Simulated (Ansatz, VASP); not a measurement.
**MgO: VASP beside Ansatz**

```
Mg O
1.0
     0.00000    2.13515    2.13515
     2.41528    0.00000    2.13515
     2.41528    2.13515    0.00000
Mg O
1 1
Direct
  0.00000 0.00000 0.00000
  0.50000 0.50000 0.50000
```

Change from the starting cell: strain +0.1312 x Voigt [1, 0, 0, 0, 0, 0], atoms carried along.

Alike in both runs: task single point; functional PBE; k mesh 10 × 10 × 10; occupations gaussian, width 0.05 eV; no spin polarisation.

|  | VASP | Ansatz |
| --- | --- | --- |
| version | VASP 6.6.1 | Ansatz 0.2.0 |
| potentials or method | VASP PAW PBE potentials, release 64 (Mg, O), cutoff 520 eV | scalar-relativistic, plane waves, PAW |
| valence electrons in the cell | 8 | 16 |

VASP gave:

* gap on the k mesh at the Fermi level (eV): 3.14
* least direct gap on the mesh (eV): 3.14
* pressure (GPa): -13.1
* traceless stress, the component that is largest in VASP (GPa): -3.90

**Question.** Estimate Ansatz's values.

**Answer.** gap on the k mesh at the Fermi level (eV): 3.16; least direct gap on the mesh (eV): 3.16; pressure (GPa): -12.4; traceless stress, the component that is largest in VASP (GPa): -3.96.

VASP's potentials hold 8 valence electrons a cell and Ansatz's 16, so a difference there can come from the potentials and not from the codes.
